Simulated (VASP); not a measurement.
# Cd (P6_3/mmc) in VASP: a series of runs

The runs below take Cd through single point, with LDA.

Program: VASP 6.6.1. These are calculated values, not measurements. Logs are shortened: lines on timing, memory, paths and dates and some standing lists are left out, and cuts for length are marked.

**1. The cell of the first run**

It takes space group P6_3/mmc (No. 194, hexagonal). Conventional cell: a = 2.250 Å, b = 2.250 Å, c = 3.631 Å, α = 90.00°, β = 90.00°, γ = 120.00°. Cd (site symmetry -6m2) has 12 Cd at 2.23 to 2.25 Å within 3.0 Å.

**2. Single point, LDA (7.96 Å³/atom)**

File POSCAR:

```
Cd
1.0
    2.2499876735      0.0000000000      0.0000000000
   -1.1249938367      1.9485464835      0.0000000000
    0.0000000000      0.0000000000      3.6306211123
Cd
2
Direct
    0.3333333333      0.6666666667      0.2500000000
    0.6666666667      0.3333333333      0.7500000000
```

File INCAR.step1:

```
SYSTEM = Cd
ALGO     = Normal         ! electronic algorithm
EDIFF    = 1E-6           ! SCF threshold, eV
ENCUT    = 520            ! plane-wave cutoff, eV
ISIF     = 2              ! what is computed and relaxed
ISMEAR   = -1             ! smearing method
LASPH    = .True.         ! aspherical terms in the spheres
LCHARG   = .True.         ! write CHGCAR
LREAL    = .False.        ! projectors in reciprocal space
LWAVE    = .False.        ! write WAVECAR
NBANDS   = 19             ! bands
NELM     = 60             ! most SCF steps
PREC     = Accurate       ! precision mode
SIGMA    = 0.1            ! smearing width, eV
```

File KPOINTS.step1:

```
k-points
0
Gamma
  16 16 9
  0 0 0
```

File INCAR.step2:

```
SYSTEM = Cd
ALGO     = Normal         ! electronic algorithm
EDIFF    = 1E-6           ! SCF threshold, eV
ENCUT    = 520            ! plane-wave cutoff, eV
ICHARG   = 11             ! starting density
ISIF     = 2              ! what is computed and relaxed
ISMEAR   = -5             ! smearing method
LASPH    = .True.         ! aspherical terms in the spheres
LCHARG   = .False.        ! write CHGCAR
LORBIT   = 11             ! projections on sites
LREAL    = .False.        ! projectors in reciprocal space
LWAVE    = .False.        ! write WAVECAR
NEDOS    = 2001           ! points of the DOS
NELM     = 60             ! most SCF steps
PREC     = Accurate       ! precision mode
SIGMA    = 0.1            ! smearing width, eV
```

File KPOINTS.step2:

```
k-points
0
Gamma
  24 24 14
  0 0 0
```

Potentials or basis: VASP PAW LDA potentials, release 64 (Cd).

Launch:

```console
cat potpaw_LDA.64/Cd/POTCAR > POTCAR
cp INCAR.step1 INCAR
cp KPOINTS.step1 KPOINTS
mpirun -np 1 vasp_std > vasp.out
cp INCAR.step2 INCAR
cp KPOINTS.step2 KPOINTS
mpirun -np 1 vasp_std > vasp.out
```

OUTCAR:

```text
SYSTEM = Cd
   EDIFF = 1E-6
   ENCUT = 520
   ICHARG = 11
   ISIF = 2
   ISMEAR = -5
   LASPH = .True.
   LORBIT = 11
   LREAL = .False.
   NELM = 60
   PREC = Accurate

 ion  position               nearest neighbor table
   1  0.333  0.667  0.250-   2 2.23   2 2.23   2 2.23   2 2.23   2 2.23   2 2.23   2 3.17   2 3.17
                             2 3.17   2 3.17   2 3.17   2 3.17
   2  0.667  0.333  0.750-   1 2.23   1 2.23   1 2.23   1 2.23   1 2.23   1 2.23   1 3.17   1 3.17
                             1 3.17   1 3.17   1 3.17   1 3.17

  LATTYP: Found a hexagonal cell.
 ALAT       =     2.2499876735
 C/A-ratio  =     1.6136182234

  Lattice vectors:

 A1 = (   2.2499876735,   0.0000000000,   0.0000000000)
 A2 = (  -1.1249938367,   1.9485464835,   0.0000000000)
 A3 = (   0.0000000000,   0.0000000000,   3.6306211123)

Analysis of symmetry for initial positions (statically):
=====================================================================
 Subroutine PRICEL returns:
 Original cell was already a primitive cell.

 Routine SETGRP: Setting up the symmetry group for a
 hexagonal supercell.

 Subroutine GETGRP returns: Found 24 space group operations
 (whereof 12 operations were pure point group operations)
 out of a pool of 24 trial point group operations.

The static configuration has the point symmetry D_3d.
 The point group associated with its full space group is D_6h.

Analysis of symmetry for dynamics (positions and initial velocities):
=====================================================================
 Subroutine PRICEL returns:
 Original cell was already a primitive cell.

 Routine SETGRP: Setting up the symmetry group for a
 hexagonal supercell.

 Subroutine GETGRP returns: Found 24 space group operations
 (whereof 12 operations were pure point group operations)
 out of a pool of 24 trial point group operations.

The dynamic configuration has the point symmetry D_3d.
 The point group associated with its full space group is D_6h.

 Subroutine INISYM returns: Found 24 space group operations
 (whereof 12 operations are pure point group operations),
 and found     1 'primitive' translations

----------------------------------------------------------------------------------------

                                     Primitive cell

  volume of cell :      15.9174

  direct lattice vectors                    reciprocal lattice vectors
     2.249987674  0.000000000  0.000000000     0.444446879  0.256601525  0.000000000
    -1.124993837  1.948546483  0.000000000     0.000000000  0.513203051  0.000000000
     0.000000000  0.000000000  3.630621112     0.000000000  0.000000000  0.275434965

  length of vectors
     2.249987674  2.249987674  3.630621112     0.513203051  0.513203051  0.275434965

  position of ions in fractional coordinates (direct lattice)
     0.333333333  0.666666667  0.250000000
     0.666666667  0.333333333  0.750000000

  ion indices of the primitive-cell ions
   primitive index   ion index
                 1           1
                 2           2

----------------------------------------------------------------------------------------

 KPOINTS: k-points

Automatic generation of k-mesh.
 Grid dimensions read from file:
 generate k-points for:   24   24   14

 Generating k-lattice:

  Cartesian coordinates                     Fractional coordinates (reciprocal lattice)
     0.018518620  0.010691730  0.000000000     0.041666667  0.000000000  0.000000000
     0.000000000  0.021383460  0.000000000     0.000000000  0.041666667  0.000000000
     0.000000000  0.000000000  0.019673926     0.000000000  0.000000000  0.071428571

  Length of vectors
     0.021383460  0.021383460  0.019673926

  Shift w.r.t. Gamma in fractional coordinates (k-lattice)
     0.000000000  0.000000000  0.000000000

 TETIRR: Found   8183 inequivalent tetrahedra from    48384

 Subroutine IBZKPT returns following result:
 ===========================================

 Found    488 irreducible k-points:

 Following reciprocal coordinates:
            Coordinates               Weight
  0.000000  0.000000  0.000000      1.000000
  0.041667  0.000000  0.000000      6.000000
  0.083333  0.000000  0.000000      6.000000
  0.125000  0.000000  0.000000      6.000000
  0.166667  0.000000  0.000000      6.000000
  0.208333  0.000000  0.000000      6.000000
[... 16 lines left out ...]
  0.416667  0.041667  0.000000     12.000000
  0.458333  0.041667  0.000000     12.000000
 [... further k-points ...]
   k-points           NKPTS =    488   k-points in BZ     NKDIM =    488   number of bands    NBANDS=     16
   number of dos      NEDOS =   2001   number of ions     NIONS =      2
   total plane-waves  NPLWV =   9072
   dimension x,y,z NGX =    18 NGY =   18 NGZ =   28
   dimension x,y,z NGXF=    36 NGYF=   36 NGZF=   56
   ions per type =               2
   NGX,Y,Z   is equivalent  to a cutoff of  13.30, 13.30, 12.82 a.u.
   NGXF,Y,Z  is equivalent  to a cutoff of  26.60, 26.60, 25.64 a.u.
 SYSTEM =  Cd
   PREC   = accura    normal or accurate (medium, high low for compatibility)
   ISTART =      0    job   : 0-new  1-cont  2-samecut
   ICHARG =     11    charge: 1-file 2-atom 10-const
   ISPIN  =      1    spin polarized calculation?
   LNONCOLLINEAR =      F non collinear calculations
   LSORBIT =      F    spin-orbit coupling
   LASPH  =      T    aspherical Exc in radial PAW
   ENCUT  =  520.0 eV  38.22 Ry    6.18 a.u.   4.18  4.18  6.75*2*pi/ulx,y,z
   NELM   =     60;   NELMIN=  2; NELMDL=  0     # of ELM steps
   EDIFF  = 0.1E-05   stopping-criterion for ELM
   LREAL  =      F    real-space projection
   EDIFFG = 0.1E-04   stopping-criterion for IOM
   NSW    =      0    number of steps for IOM
   IBRION =     -1    ionic relax: 0-MD 1-quasi-New 2-CG
   NFREE  =      0    steps in history (QN), initial steepest desc. (CG)
   ISIF   =      2    stress and relaxation
   ISYM   =      2    0-nonsym 1-usesym 2-fastsym
   POTIM  = 0.5000    time-step for ionic-motion
   TEBEG  =    0.0;   TEEND  =   0.0 temperature during run
   PSTRESS=    0.0 pullay stress
   NELECT =      24.0000    total number of electrons
   NUPDOWN=      -1.0000    fix difference up-down
   EMIN   =  10.00;   EMAX   =-10.00  energy-range for DOS
   EFERMI =   0.00;   METHOD = LEGACY
   ISMEAR =    -5;   SIGMA  =   0.10  broadening in eV -4-tet -1-fermi 0-gaus
   EFERMI_NEDOS =   21; number of points for ismear=-14 and -15
   IALGO  =     38    algorithm
   IMIX   =      4    mixing-type and parameters
     AMIX     =   0.40;   BMIX     =  1.00
     AMIX_MAG =   1.60;   BMIX_MAG =  1.00
  volume/ion in A,a.u.               =       7.96        53.71
  Fermi-wavevector in a.u.,A,eV,Ry     =   1.877246  3.547481 47.947670  3.524054
  Thomas-Fermi vector in A             =   2.921558
   LORBIT       =     11    0 simple, 1 ext, 2 COOP (PROOUT), +10 PAW based schemes
   GGA     = CA    functional components
   LHFCALC =     F    Hartree Fock is set to
   AEXX    =    0.0000 exact exchange contribution
   IVDW    =     0    specifies the selected vdW correction
   LEPSILON=     F    determine dielectric tensor
   LRPA    =     F    only Hartree local field effects (RPA)
 non-spin polarized calculation
 Fermi weights with tetrahedron method with Bloechl corrections
  energy-cutoff  :      520.00
  volume of cell :       15.92
 maximum number of plane-waves:       452
 NGX is ok and might be reduce to    18

 number of electron      23.9999987 magnetization

 Free energy of the ion-electron system (eV)
  ---------------------------------------------------
  ext. energy  EPLUGINS =         0.00000000
  ---------------------------------------------------
  free energy    TOTEN  =        21.13795764 eV

  energy without entropy =       21.13795764  energy(sigma->0) =       21.13795764

 E-fermi :  19.3146     XC(G=0): -17.6923

 val. band max:       19.5777028576   @ k =   0.3333   0.0417   0.0000
 cond. band min:      18.9048126293   @ k =   0.3333   0.3333   0.3571
 fundamental gap:     -0.6728902282
 Fermi energy:        19.3146350214

 k-point     1 :       0.0000    0.0000    0.0000
  band No.  band energies     occupation
      1      -4.1743      2.00000
      2      -3.9262      2.00000
      3       0.1771      2.00000
      4       0.2572      2.00000
      5       0.2572      2.00000
      6       1.0782      2.00000
[... 8 lines left out ...]
     15      34.6977      0.00000
     16      35.3847      0.00000

 k-point     2 :       0.0417    0.0000    0.0000
  band No.  band energies     occupation
      1      -4.0812      2.00000
      2      -3.8587      2.00000
      3      -0.0407      2.00000
      4       0.3327      2.00000
      5       0.4638      2.00000
      6       1.0461      2.00000
[... 8 lines left out ...]
     15      34.7930      0.00000
     16      35.4354      0.00000

 k-point     3 :       0.0833    0.0000    0.0000
  band No.  band energies     occupation
      1      -3.8125      2.00000
      2      -3.6672      2.00000
      3      -0.3184      2.00000
      4       0.5564      2.00000
      5       0.7064      2.00000
      6       0.9799      2.00000
[... 8 lines left out ...]
     15      35.0608      0.00000
     16      35.4573      0.00000
[... 362 lines left out ...]
 k-point    23 :       0.4167    0.0417    0.0000
  band No.  band energies     occupation
      1      -4.2276      2.00000
      2      -3.2643      2.00000
      3      -2.6187      2.00000
      4      -0.1143      2.00000
      5       1.1878      2.00000
      6       1.6657      2.00000
[... 8 lines left out ...]
     15      27.1481      0.00000
     16      27.9454      0.00000

 k-point    24 :       0.4583    0.0417    0.0000
  band No.  band energies     occupation
      1      -4.3170      2.00000
      2      -3.4072      2.00000
      3      -2.6802      2.00000
      4      -0.1652      2.00000
      5       1.1286      2.00000
      6       1.7657      2.00000
[... 8 lines left out ...]
     15      26.7803      0.00000
     16      27.3654      0.00000

 [... further k-points ...]

------------------------ aborting loop because EDIFF is reached ----------------------------------------

  FORCE on cell =-STRESS in cart. coord.  units (eV):
  Direction    XX          YY          ZZ          XY          YZ          ZX
  --------------------------------------------------------------------------------------
  -------------------------------------------------------------------------------------
  Total       83.5566630     83.5566630     83.8314020      0.0000000      0.0000000     -0.0000000
  in kB     8410.4615843   8410.4615847   8438.1156556      0.0000002      0.0000000     -0.0000000
  external PRESSURE =    8419.6796082 kB  Pullay stress =       0.0000000 kB

 VOLUME and BASIS-vectors are now :
 -----------------------------------------------------------------------------
  energy-cutoff  :      520.00
  volume of cell :       15.92
      direct lattice vectors                 reciprocal lattice vectors
     2.249987674  0.000000000  0.000000000     0.444446879  0.256601525  0.000000000
    -1.124993837  1.948546483  0.000000000     0.000000000  0.513203051  0.000000000
     0.000000000  0.000000000  3.630621112     0.000000000  0.000000000  0.275434965

 POSITION                                       TOTAL-FORCE (eV/Angst)
 -----------------------------------------------------------------------------------
     -0.00000      1.29903      0.90766         0.000000     -0.000000     -0.000000
      1.12499      0.64952      2.72297        -0.000000      0.000000      0.000000
 -----------------------------------------------------------------------------------
    total drift:                               -0.000000      0.000000      0.000000

  FREE ENERGIE OF THE ION-ELECTRON SYSTEM (eV)
  ---------------------------------------------------
  free  energy   TOTEN  =        21.1379576436 eV

  energy  without entropy=       21.1379576436  energy(sigma->0) =       21.13795764

 total charge

# of ion       s       p       d       tot
------------------------------------------
    1        0.880   1.612  10.110  12.603
    2        0.880   1.612  10.110  12.603
--------------------------------------------------
tot          1.761   3.225  20.220  25.205
```

Wall time 42 s (1 thread of Intel Xeon 6975P-C (Granite Rapids), shared host); peak memory 0.22 GiB.

Caveat: tetrahedron occupations give inexact forces and stress in metals.

**3. Single point, LDA (8.95 Å³/atom)**

This run uses another cell than the first one, of 8.95 Å³/atom.

File POSCAR:

```
Cd
1.0
    2.3412573242      0.0000000000      0.0000000000
   -1.1706286621      2.0275883196      0.0000000000
    0.0000000000      0.0000000000      3.7722062555
Cd
2
Direct
    0.3333333333      0.6666666667      0.2500000000
    0.6666666667      0.3333333333      0.7500000000
```

File INCAR.step1:

```
SYSTEM = Cd
PREC = Accurate
ENCUT = 520
EDIFF = 1E-6
ISMEAR = -1
SIGMA = 0.1
LREAL = .False.
LASPH = .True.
NELM = 80
ALGO = Normal
ISIF = 2
LWAVE = .False.
LCHARG = .True.
GGA = CA
NBANDS = 19
```

File KPOINTS.step1:

```
regular mesh
0
Gamma
  16 16 9
  0 0 0
```

File INCAR.step2:

```
SYSTEM = Cd
PREC = Accurate
ENCUT = 520
EDIFF = 1E-6
ISMEAR = -5
SIGMA = 0.1
LREAL = .False.
LASPH = .True.
NELM = 80
ALGO = Normal
ISIF = 2
LWAVE = .False.
LCHARG = .False.
GGA = CA
LORBIT = 11
NBANDS = 19
NEDOS = 2001
ICHARG = 11
```

File KPOINTS.step2:

```
regular mesh
0
Gamma
  24 24 14
  0 0 0
```

Potentials or basis: VASP PAW LDA potentials, release 64 (Cd).

Launch:

```console
cat potpaw_LDA.64/Cd/POTCAR > POTCAR
cp INCAR.step1 INCAR
cp KPOINTS.step1 KPOINTS
mpirun -np 1 vasp_std > vasp.out
cp INCAR.step2 INCAR
cp KPOINTS.step2 KPOINTS
mpirun -np 1 vasp_std > vasp.out
```

It took 44 s on 1 thread of Intel Xeon 6975P-C (Granite Rapids), shared host; peak memory 0.25 GiB.

Levels at points of the mesh, in eV from the Fermi level:
```
           k point  band 9  band 10  band 11  band 12  band 13  band 14  band 15  band 16
(0.00, 0.00, 0.00)  -15.60   -12.92   -12.92    -9.46     0.50    12.18    16.00    16.42
(0.50, 0.00, 0.00)  -12.31   -12.23    -7.67    -4.42     3.66     3.69     7.73     7.96
(0.00, 0.00, 0.50)  -13.68   -13.68   -13.68   -13.68     9.79     9.79    13.67    13.67
(0.50, 0.00, 0.50)  -12.38   -12.38    -7.34    -7.34     1.50     1.50    12.43    12.43
```

Caveat: tetrahedron occupations give inexact forces and stress in metals.

**4. Single point, LDA (10.94 Å³/atom)**

This run uses another cell than the first one, of 10.94 Å³/atom.

File POSCAR:

```
Cd
1.0
    2.5038124142      0.0000000000      0.0000000000
   -1.2519062071      2.1683651570      0.0000000000
    0.0000000000      0.0000000000      4.0312555312
Cd
2
Direct
    0.3333333333      0.6666666667      0.2500000000
    0.6666666667      0.3333333333      0.7500000000
```

File INCAR.step1:

```
SYSTEM = Cd
PREC = Accurate ; ENCUT = 520
EDIFF = 1E-7 ; ISMEAR = -1
SIGMA = 0.1 ; LREAL = .False.
LASPH = .True. ; NELM = 60
ALGO = Normal ; ISIF = 2
LWAVE = .False. ; LCHARG = .True.
NBANDS = 19
```

KPOINTS.step1 is that of step 3.

File INCAR.step2:

```
SYSTEM = Cd
PREC = Accurate ; ENCUT = 520
EDIFF = 1E-7 ; ISMEAR = -5
SIGMA = 0.1 ; LREAL = .False.
LASPH = .True. ; NELM = 60
ALGO = Normal ; ISIF = 2
LWAVE = .False. ; LCHARG = .False.
LORBIT = 10 ; NEDOS = 1001
ICHARG = 11
```

KPOINTS.step2 is that of step 3.

Launch:

```console
cat potpaw_LDA.64/Cd/POTCAR > POTCAR
cp INCAR.step1 INCAR
cp KPOINTS.step1 KPOINTS
mpirun -np 1 vasp_std > vasp.out
cp INCAR.step2 INCAR
cp KPOINTS.step2 KPOINTS
mpirun -np 1 vasp_std > vasp.out
```

Wall time 2.8 min (1 thread of Intel Xeon 8259CL, shared host); peak memory 0.26 GiB.

The run converged. Its results:

```yaml
Valence_electrons_inside_the_program's_atomic_spheres: Cd 11.30
```

Levels at points of the mesh, in eV from the Fermi level:
```
           k point  band 10  band 11  band 12  band 13  band 14  band 15
(0.00, 0.00, 0.00)   -11.33   -11.33    -7.38    -0.20    13.16    16.53
(0.50, 0.00, 0.00)   -10.88    -6.50    -4.00     3.42     3.43     7.57
(0.00, 0.00, 0.50)   -11.89   -11.89   -11.89     9.26     9.26    13.94
(0.50, 0.00, 0.50)   -10.99    -5.80    -5.80     0.78     0.78    12.01
```

Caveat: tetrahedron occupations give inexact forces and stress in metals.

[end of part 1 of 2]
